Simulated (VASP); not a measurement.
A run of VASP 6.6.1:

Contents of INCAR:

```
ALGO = Normal
EDIFF = 1E-6
ENCUT = 500
GGA = PE
GGA_COMPAT = F
ISIF = 2
ISMEAR = -1
LASPH = T
LCHARG = T
LELF = T
LREAL = F
LVHAR = T
LWAVE = F
NBANDS = 18
NELM = 120
PREC = Accurate
SIGMA = 0.05
```

The input KPOINTS:

```
k-points
0
Gamma
  16 16 9
```

Contents of POSCAR:

```
Sc
1.0
    2.8394745810      0.0000000000      0.0000000000
   -1.4197372905      2.4590571205      0.0000000000
    0.0000000000      0.0000000000      4.4220258013
Sc
2
Direct
    0.3333333333      0.6666666667      0.2500000000
    0.6666666667      0.3333333333      0.7500000000
```

Potentials or basis: VASP PAW PBE potentials, release 64 (Sc_sv).

Command:

```sh
$ cat potpaw_PBE.64/Sc_sv/POTCAR > POTCAR
$ mpirun -np 1 vasp_std > vasp.out
```

Hardware: 1 thread of Oxide Virtual Turin-like Processor, with other jobs on the host.

**Question.** How long does it take, and how much memory?

**Answer.** Wall time 71 s on 1 thread of Oxide Virtual Turin-like Processor (shared host), peak memory 0.16 GiB. Counts: scf iterations 12, k points 150.
